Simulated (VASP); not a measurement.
# Na (I4/mmm) in VASP: a series of runs

Runs on Na. Level: PBEsol. Tasks: single point.

Program: VASP 6.6.1. These are calculated values, not measurements. Logs are shortened: lines on timing, memory, paths and dates and some standing lists are left out, and cuts for length are marked.

**1. The cell of the first run**

Symmetry: I4/mmm, No. 139, tetragonal system. The conventional cell has a = 3.777 Å, b = 3.777 Å, c = 5.275 Å, α = 90.00°, β = 90.00°, γ = 90.00°. Within 4.9 Å of Na (site symmetry 4/mmm) lie 12 Na at 3.75 to 3.78 Å.

**2. Single point, PBEsol**

Input file INCAR:

```
SYSTEM = Na
  PREC = Accurate
  ENCUT = 500
  EDIFF = 1E-6
  ISMEAR = -1
  SIGMA = 0.1
  LREAL = .False.
  LASPH = .True.
  NELM = 120
  ALGO = Normal
  ISIF = 2
  LWAVE = .False.
  LCHARG = .True.
  GGA = PS
  LELF = .True.
  LVHAR = .True.
  NBANDS = 10
  GGA_COMPAT = .False.
```

Input file KPOINTS:

```
Automatic mesh
0
Gamma
  11 11 11
  0 0 0
```

Input file POSCAR:

```
Na
1.0
   -1.8882910000      1.8882910000      2.6372765000
    1.8882910000     -1.8882910000      2.6372765000
    1.8882910000      1.8882910000     -2.6372765000
Na
1
Direct
    0.0000000000      0.0000000000      0.0000000000
```

Potentials or basis: VASP PAW PBE potentials, release 64 (Na_pv).

Started as:

```sh
$ cat potpaw_PBE.64/Na_pv/POTCAR > POTCAR
$ mpirun -np 1 vasp_std > vasp.out
```

OUTCAR:

```text
SYSTEM = Na
   PREC = Accurate
   ENCUT = 500
   EDIFF = 1E-6
   ISMEAR = -1
   LREAL = .False.
   LASPH = .True.
   NELM = 120
   ISIF = 2
   GGA = PS

 ion  position               nearest neighbor table
   1  0.000  0.000  0.000-

  LATTYP: Found a body centered tetragonal cell.
 ALAT       =     3.7765820000
 C/A-ratio  =     1.3966472858

  Lattice vectors:

 A1 = (  -1.8882910000,   1.8882910000,   2.6372765000)
 A2 = (   1.8882910000,  -1.8882910000,   2.6372765000)
 A3 = (   1.8882910000,   1.8882910000,  -2.6372765000)

Analysis of symmetry for initial positions (statically):
=====================================================================
 Subroutine PRICEL returns:
 Original cell was already a primitive cell.

 Routine SETGRP: Setting up the symmetry group for a
 body centered tetragonal supercell.

 Subroutine GETGRP returns: Found 16 space group operations
 (whereof 16 operations were pure point group operations)
 out of a pool of 16 trial point group operations.

The static configuration has the point symmetry D_4h.

Analysis of symmetry for dynamics (positions and initial velocities):
=====================================================================
 Subroutine PRICEL returns:
 Original cell was already a primitive cell.

 Routine SETGRP: Setting up the symmetry group for a
 body centered tetragonal supercell.

 Subroutine GETGRP returns: Found 16 space group operations
 (whereof 16 operations were pure point group operations)
 out of a pool of 16 trial point group operations.

The dynamic configuration has the point symmetry D_4h.

 Subroutine INISYM returns: Found 16 space group operations
 (whereof 16 operations are pure point group operations),
 and found     1 'primitive' translations

----------------------------------------------------------------------------------------

                                     Primitive cell

  volume of cell :      37.6143

  direct lattice vectors                    reciprocal lattice vectors
    -1.888291000  1.888291000  2.637276500     0.000000000  0.264789696  0.189589525
     1.888291000 -1.888291000  2.637276500     0.264789696  0.000000000  0.189589525
     1.888291000  1.888291000 -2.637276500     0.264789696  0.264789696  0.000000000

  length of vectors
     3.753200386  3.753200386  3.753200386     0.325665121  0.325665121  0.374469179

  position of ions in fractional coordinates (direct lattice)
     0.000000000  0.000000000  0.000000000

  ion indices of the primitive-cell ions
   primitive index   ion index
                 1           1
[... 77 lines left out ...]
   NFREE  =      0    steps in history (QN), initial steepest desc. (CG)
   ISIF   =      2    stress and relaxation
   ISYM   =      2    0-nonsym 1-usesym 2-fastsym
   POTIM  = 0.5000    time-step for ionic-motion
   TEBEG  =    0.0;   TEEND  =   0.0 temperature during run
   PSTRESS=    0.0 pullay stress
   NELECT =       7.0000    total number of electrons
   NUPDOWN=      -1.0000    fix difference up-down
   EMIN   =  10.00;   EMAX   =-10.00  energy-range for DOS
   EFERMI =   0.00;   METHOD = LEGACY
   ISMEAR =    -1;   SIGMA  =   0.10  broadening in eV -4-tet -1-fermi 0-gaus
   EFERMI_NEDOS =   21; number of points for ismear=-14 and -15
   IALGO  =     38    algorithm
   IMIX   =      4    mixing-type and parameters
     AMIX     =   0.40;   BMIX     =  1.00
     AMIX_MAG =   1.60;   BMIX_MAG =  1.00
  volume/ion in A,a.u.               =      37.61       253.83
  Fermi-wavevector in a.u.,A,eV,Ry     =   0.934666  1.766262 11.886051  0.873600
  Thomas-Fermi vector in A             =   2.061494
   LORBIT       =      0    0 simple, 1 ext, 2 COOP (PROOUT), +10 PAW based schemes
   GGA     = PS    functional components
   LHFCALC =     F    Hartree Fock is set to
   AEXX    =    0.0000 exact exchange contribution
   IVDW    =     0    specifies the selected vdW correction
   LEPSILON=     F    determine dielectric tensor
   LRPA    =     F    only Hartree local field effects (RPA)
 non-spin polarized calculation
  energy-cutoff  :      500.00
  volume of cell :       37.61
 maximum number of plane-waves:       974
   NGX = 13   NGY = 13   NGZ = 13

 number of electron       6.9999993 magnetization

 Free energy of the ion-electron system (eV)
  ---------------------------------------------------
  ext. energy  EPLUGINS =         0.00000000
  ---------------------------------------------------
  free energy    TOTEN  =        -1.40556547 eV

  energy without entropy =       -1.38873991  energy(sigma->0) =       -1.39715269

 E-fermi :   0.2806     XC(G=0):  -6.4627

 val. band max:        0.2329922451   @ k =  -0.2727  -0.4545   0.2727
 cond. band min:       0.2908126749   @ k =  -0.2727   0.3636   0.1818
 fundamental gap:      0.0578204298
 Fermi energy:         0.2805953053

 k-point     1 :       0.0000    0.0000    0.0000
  band No.  band energies     occupation
      1     -24.5287      2.00000
      2     -24.5286      2.00000
      3     -24.5286      2.00000
      4      -2.9836      2.00000
      5      11.2560      0.00000
      6      11.2560      0.00000
      7      11.2993      0.00000
      8      12.3502      0.00000
      9      12.8118      0.00000
     10      12.8119      0.00000
[... 287 lines left out ...]
 k-point    24 :      -0.1818    0.1818    0.0000
  band No.  band energies     occupation
      1     -24.5381      2.00000
      2     -24.5324      2.00000
      3     -24.5320      2.00000
      4      -2.2674      2.00000
      5       8.6335      0.00000
      6       9.1724      0.00000
      7       9.1911      0.00000
      8      10.0083      0.00000
      9      11.8049      0.00000
     10      16.1739      0.00000

 [... further k-points ...]

------------------------ aborting loop because EDIFF is reached ----------------------------------------

  FORCE on cell =-STRESS in cart. coord.  units (eV):
  Direction    XX          YY          ZZ          XY          YZ          ZX
  --------------------------------------------------------------------------------------
  -------------------------------------------------------------------------------------
  Total       -0.0641046     -0.0641046     -0.0592751      0.0000000      0.0000000      0.0000000
  in kB       -2.7305269     -2.7305269     -2.5248120      0.0000000      0.0000000      0.0000000
  external PRESSURE =      -2.6619553 kB  Pullay stress =       0.0000000 kB

 VOLUME and BASIS-vectors are now :
 -----------------------------------------------------------------------------
  energy-cutoff  :      500.00
  volume of cell :       37.61
      direct lattice vectors                 reciprocal lattice vectors
    -1.888291000  1.888291000  2.637276500     0.000000000  0.264789696  0.189589525
     1.888291000 -1.888291000  2.637276500     0.264789696  0.000000000  0.189589525
     1.888291000  1.888291000 -2.637276500     0.264789696  0.264789696  0.000000000

 POSITION                                       TOTAL-FORCE (eV/Angst)
 -----------------------------------------------------------------------------------
      0.00000      0.00000      0.00000        -0.000000      0.000000     -0.000000
 -----------------------------------------------------------------------------------
    total drift:                               -0.000000     -0.000000     -0.000000

  FREE ENERGIE OF THE ION-ELECTRON SYSTEM (eV)
  ---------------------------------------------------
  free  energy   TOTEN  =        -1.4055654742 eV

  energy  without entropy=       -1.3887399146  energy(sigma->0) =       -1.39715269
```

It took 15 s on 1 thread of Intel Xeon Platinum 8488C (Sapphire Rapids), shared host; peak memory 0.17 GiB.

What came out:

```
Free energy            : -1.4056 eV
Pressure               : -0.3 GPa
Band gap on the k mesh : zero (an odd number of electrons rules out a gap without spin polarisation)
```

Levels at points of the mesh, in eV from the Fermi level:
```
           k point  band 2  band 3  band 4  band 5  band 6  band 7
(0.00, 0.00, 0.00)  -24.81  -24.81   -3.26   10.98   10.98   11.02
```

Caveat: the PAW data sets were made with another functional, which shifts forces and pressure a little.

**3. Single point, PBEsol**

Input file INCAR:

```
PREC = Accurate
ENCUT = 500
EDIFF = 1E-6
ISMEAR = -1
SIGMA = 0.1
LREAL = False
LASPH = True
NELM = 120
ALGO = Normal
ISIF = 2
LWAVE = False
LCHARG = False
GGA = PS
NBANDS = 10
GGA_COMPAT = False
```

Input file KPOINTS:

```
regular mesh
0
Gamma
  11 11 11
```

POSCAR is that of step 2.

Potentials or basis: VASP PAW PBE potentials, release 64 (Na_pv).

Started as:

```sh
$ cat potpaw_PBE.64/Na_pv/POTCAR > POTCAR
$ mpirun -np 1 vasp_std > vasp.out
```

OUTCAR:

```text
PREC = Accurate
   ENCUT = 500
   EDIFF = 1E-6
   ISMEAR = -1
   LREAL = False
   LASPH = True
   NELM = 120
   ISIF = 2
   GGA = PS

 ion  position               nearest neighbor table
   1  0.000  0.000  0.000-

  LATTYP: Found a body centered tetragonal cell.
 ALAT       =     3.7765820000
 C/A-ratio  =     1.3966472858

  Lattice vectors:

 A1 = (  -1.8882910000,   1.8882910000,   2.6372765000)
 A2 = (   1.8882910000,  -1.8882910000,   2.6372765000)
 A3 = (   1.8882910000,   1.8882910000,  -2.6372765000)

Analysis of symmetry for initial positions (statically):
=====================================================================
 Subroutine PRICEL returns:
 Original cell was already a primitive cell.

 Routine SETGRP: Setting up the symmetry group for a
 body centered tetragonal supercell.

 Subroutine GETGRP returns: Found 16 space group operations
 (whereof 16 operations were pure point group operations)
 out of a pool of 16 trial point group operations.

The static configuration has the point symmetry D_4h.

Analysis of symmetry for dynamics (positions and initial velocities):
=====================================================================
 Subroutine PRICEL returns:
 Original cell was already a primitive cell.

 Routine SETGRP: Setting up the symmetry group for a
 body centered tetragonal supercell.

 Subroutine GETGRP returns: Found 16 space group operations
 (whereof 16 operations were pure point group operations)
 out of a pool of 16 trial point group operations.

The dynamic configuration has the point symmetry D_4h.

 Subroutine INISYM returns: Found 16 space group operations
 (whereof 16 operations are pure point group operations),
 and found     1 'primitive' translations

----------------------------------------------------------------------------------------

                                     Primitive cell

  volume of cell :      37.6143

  direct lattice vectors                    reciprocal lattice vectors
    -1.888291000  1.888291000  2.637276500     0.000000000  0.264789696  0.189589525
     1.888291000 -1.888291000  2.637276500     0.264789696  0.000000000  0.189589525
     1.888291000  1.888291000 -2.637276500     0.264789696  0.264789696  0.000000000

  length of vectors
     3.753200386  3.753200386  3.753200386     0.325665121  0.325665121  0.374469179

  position of ions in fractional coordinates (direct lattice)
     0.000000000  0.000000000  0.000000000

  ion indices of the primitive-cell ions
   primitive index   ion index
                 1           1

----------------------------------------------------------------------------------------

 KPOINTS: regular mesh

Automatic generation of k-mesh.
 Grid dimensions read from file:
 generate k-points for:   11   11   11

 Generating k-lattice:

  Cartesian coordinates                     Fractional coordinates (reciprocal lattice)
     0.000000000  0.024071791  0.017235411     0.090909091  0.000000000  0.000000000
     0.024071791  0.000000000  0.017235411     0.000000000  0.090909091  0.000000000
     0.024071791  0.024071791  0.000000000     0.000000000  0.000000000  0.090909091

  Length of vectors
     0.029605920  0.029605920  0.034042653

  Shift w.r.t. Gamma in fractional coordinates (k-lattice)
     0.000000000  0.000000000  0.000000000

 Subroutine IBZKPT returns following result:
 ===========================================

 Found    126 irreducible k-points:

 Following reciprocal coordinates:
            Coordinates               Weight
  0.000000  0.000000  0.000000      1.000000
  0.090909 -0.000000  0.000000      8.000000
  0.181818 -0.000000  0.000000      8.000000
  0.272727 -0.000000  0.000000      8.000000
  0.363636 -0.000000  0.000000      8.000000
  0.454545 -0.000000  0.000000      8.000000
[... 16 lines left out ...]
 -0.272727  0.181818 -0.000000     16.000000
 -0.181818  0.181818  0.000000      4.000000
 [... further k-points ...]
   k-points           NKPTS =    126   k-points in BZ     NKDIM =    126   number of bands    NBANDS=     10
   number of dos      NEDOS =    301   number of ions     NIONS =      1
   total plane-waves  NPLWV =  21952
   dimension x,y,z NGX =    28 NGY =   28 NGZ =   28
   dimension x,y,z NGXF=    56 NGYF=   56 NGZF=   56
   ions per type =               1
   NGX,Y,Z   is equivalent  to a cutoff of  12.40, 12.40, 12.40 a.u.
   NGXF,Y,Z  is equivalent  to a cutoff of  24.80, 24.80, 24.80 a.u.
 SYSTEM =  unknown system
   PREC   = accura    normal or accurate (medium, high low for compatibility)
   ISTART =      0    job   : 0-new  1-cont  2-samecut
   ICHARG =      2    charge: 1-file 2-atom 10-const
   ISPIN  =      1    spin polarized calculation?
   LNONCOLLINEAR =      F non collinear calculations
   LSORBIT =      F    spin-orbit coupling
   LASPH  =      T    aspherical Exc in radial PAW
   ENCUT  =  500.0 eV  36.75 Ry    6.06 a.u.   6.84  6.84  6.84*2*pi/ulx,y,z
   NELM   =    120;   NELMIN=  2; NELMDL= -5     # of ELM steps
   EDIFF  = 0.1E-05   stopping-criterion for ELM
   LREAL  =      F    real-space projection
   EDIFFG = 0.1E-04   stopping-criterion for IOM
   NSW    =      0    number of steps for IOM
   IBRION =     -1    ionic relax: 0-MD 1-quasi-New 2-CG
   NFREE  =      0    steps in history (QN), initial steepest desc. (CG)
   ISIF   =      2    stress and relaxation
   ISYM   =      2    0-nonsym 1-usesym 2-fastsym
   POTIM  = 0.5000    time-step for ionic-motion
   TEBEG  =    0.0;   TEEND  =   0.0 temperature during run
   PSTRESS=    0.0 pullay stress
   NELECT =       7.0000    total number of electrons
   NUPDOWN=      -1.0000    fix difference up-down
   EMIN   =  10.00;   EMAX   =-10.00  energy-range for DOS
   EFERMI =   0.00;   METHOD = LEGACY
   ISMEAR =    -1;   SIGMA  =   0.10  broadening in eV -4-tet -1-fermi 0-gaus
   EFERMI_NEDOS =   21; number of points for ismear=-14 and -15
   IALGO  =     38    algorithm
   IMIX   =      4    mixing-type and parameters
     AMIX     =   0.40;   BMIX     =  1.00
     AMIX_MAG =   1.60;   BMIX_MAG =  1.00
  volume/ion in A,a.u.               =      37.61       253.83
  Fermi-wavevector in a.u.,A,eV,Ry     =   0.934666  1.766262 11.886051  0.873600
  Thomas-Fermi vector in A             =   2.061494
   LORBIT       =      0    0 simple, 1 ext, 2 COOP (PROOUT), +10 PAW based schemes
   GGA     = PS    functional components
   LHFCALC =     F    Hartree Fock is set to
   AEXX    =    0.0000 exact exchange contribution
   IVDW    =     0    specifies the selected vdW correction
   LEPSILON=     F    determine dielectric tensor
   LRPA    =     F    only Hartree local field effects (RPA)
 non-spin polarized calculation
  energy-cutoff  :      500.00
  volume of cell :       37.61
 maximum number of plane-waves:       974
   NGX = 13   NGY = 13   NGZ = 13

 number of electron       6.9999993 magnetization

 Free energy of the ion-electron system (eV)
  ---------------------------------------------------
  ext. energy  EPLUGINS =         0.00000000
  ---------------------------------------------------
  free energy    TOTEN  =        -1.40556547 eV

  energy without entropy =       -1.38873991  energy(sigma->0) =       -1.39715269

 E-fermi :   0.2806     XC(G=0):  -6.4627

 val. band max:        0.2329922451   @ k =  -0.2727  -0.4545   0.2727
 cond. band min:       0.2908126749   @ k =  -0.2727   0.3636   0.1818
 fundamental gap:      0.0578204298
 Fermi energy:         0.2805953053

 k-point     1 :       0.0000    0.0000    0.0000
  band No.  band energies     occupation
      1     -24.5287      2.00000
      2     -24.5286      2.00000
      3     -24.5286      2.00000
      4      -2.9836      2.00000
      5      11.2560      0.00000
      6      11.2560      0.00000
      7      11.2993      0.00000
      8      12.3502      0.00000
      9      12.8118      0.00000
     10      12.8119      0.00000
[... 287 lines left out ...]
 k-point    24 :      -0.1818    0.1818    0.0000
  band No.  band energies     occupation
      1     -24.5381      2.00000
      2     -24.5324      2.00000
      3     -24.5320      2.00000
      4      -2.2674      2.00000
      5       8.6335      0.00000
      6       9.1724      0.00000
      7       9.1911      0.00000
      8      10.0083      0.00000
      9      11.8049      0.00000
     10      16.1739      0.00000

 [... further k-points ...]

------------------------ aborting loop because EDIFF is reached ----------------------------------------

  FORCE on cell =-STRESS in cart. coord.  units (eV):
  Direction    XX          YY          ZZ          XY          YZ          ZX
  --------------------------------------------------------------------------------------
  -------------------------------------------------------------------------------------
  Total       -0.0641046     -0.0641046     -0.0592751      0.0000000      0.0000000      0.0000000
  in kB       -2.7305269     -2.7305269     -2.5248120      0.0000000      0.0000000      0.0000000
  external PRESSURE =      -2.6619553 kB  Pullay stress =       0.0000000 kB

 VOLUME and BASIS-vectors are now :
 -----------------------------------------------------------------------------
  energy-cutoff  :      500.00
  volume of cell :       37.61
      direct lattice vectors                 reciprocal lattice vectors
    -1.888291000  1.888291000  2.637276500     0.000000000  0.264789696  0.189589525
     1.888291000 -1.888291000  2.637276500     0.264789696  0.000000000  0.189589525
     1.888291000  1.888291000 -2.637276500     0.264789696  0.264789696  0.000000000

 POSITION                                       TOTAL-FORCE (eV/Angst)
 -----------------------------------------------------------------------------------
      0.00000      0.00000      0.00000        -0.000000      0.000000     -0.000000
 -----------------------------------------------------------------------------------
    total drift:                               -0.000000     -0.000000     -0.000000

  FREE ENERGIE OF THE ION-ELECTRON SYSTEM (eV)
  ---------------------------------------------------
  free  energy   TOTEN  =        -1.4055654742 eV

  energy  without entropy=       -1.3887399146  energy(sigma->0) =       -1.39715269
```

OSZICAR:

```text
N       E                     dE             d eps       ncg     rms          rms(c)
DAV:   1     0.280128669423E+02    0.28013E+02   -0.37266E+03  2532   0.564E+02
DAV:   2    -0.801933161147E+00   -0.28815E+02   -0.28668E+02  2606   0.147E+02
DAV:   3    -0.140270522600E+01   -0.60077E+00   -0.60024E+00  3068   0.233E+01
DAV:   4    -0.140765155984E+01   -0.49463E-02   -0.49459E-02  2970   0.209E+00
DAV:   5    -0.140772297738E+01   -0.71418E-04   -0.71417E-04  2886   0.247E-01    0.233E-01
DAV:   6    -0.140608697592E+01    0.16360E-02   -0.27072E-03  2914   0.761E-01    0.141E-01
DAV:   7    -0.140562124098E+01    0.46573E-03   -0.24499E-03  2886   0.646E-01    0.453E-02
DAV:   8    -0.140556516516E+01    0.56076E-04   -0.19795E-04  2922   0.244E-01    0.230E-03
DAV:   9    -0.140556547417E+01   -0.30901E-06   -0.62861E-07  1938   0.877E-03
   1 F= -.14055655E+01 E0= -.13971527E+01  d E =-.168256E-01
```

It took 15 s on 1 thread of Intel Xeon Platinum 8488C (Sapphire Rapids), shared host; peak memory 0.17 GiB.

What came out:

```
Free energy            : -1.4056 eV
Pressure               : -0.3 GPa
Band gap on the k mesh : zero (an odd number of electrons rules out a gap without spin polarisation)
```

Caveat: the PAW data sets were made with another functional, which shifts forces and pressure a little.
